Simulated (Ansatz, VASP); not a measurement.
**ZnCd3O4 in VASP and in Ansatz**

```xyz
8
Lattice="-2.3455 2.3455 4.6447 2.3455 -2.3455 4.6447 2.3455 2.3455 -4.6447" Properties=species:S:1:pos:R:3 pbc="T T T"
Zn    0.0000    0.0000    4.6447
Cd    0.0000    0.0000    0.0000
Cd    0.0000    2.3455    2.3223
Cd    2.3455    0.0000    2.3223
O     0.0000    0.0000    6.7297
O     0.0000    2.3455    0.0000
O     0.0000    0.0000    2.5597
O     2.3455    0.0000    0.0000
```

Alike in both runs: task single point; functional PBE; k mesh 6 × 6 × 6; occupations gaussian, width 0.1 eV; no spin polarisation.

|  | VASP | Ansatz |
| --- | --- | --- |
| version | VASP 6.6.1 | Ansatz 0.2.0 |
| potentials or method | VASP PAW PBE potentials, release 64 (Zn, Cd, O), cutoff 520 eV | scalar-relativistic, plane waves, PAW |
| valence electrons in the cell | 72 | 96 |

VASP gave:

| Item | Value |
| --- | --- |
| gap on the k mesh at the Fermi level (eV) | none |
| pressure (GPa) | 1.2 |
| traceless stress, the component that is largest in VASP (GPa) | 0.11 |

Task: Which values does Ansatz return?

Result: gap on the k mesh at the Fermi level (eV): none; pressure (GPa): 0.0; traceless stress, the component that is largest in VASP (GPa): 0.04.

A gap of «none» marks a metal or a gap that the smearing closes. With one functional, cell and mesh, what is left measures potentials, basis and numerics. VASP's potentials hold 72 valence electrons a cell and Ansatz's 96, so a difference there can come from the potentials and not from the codes.
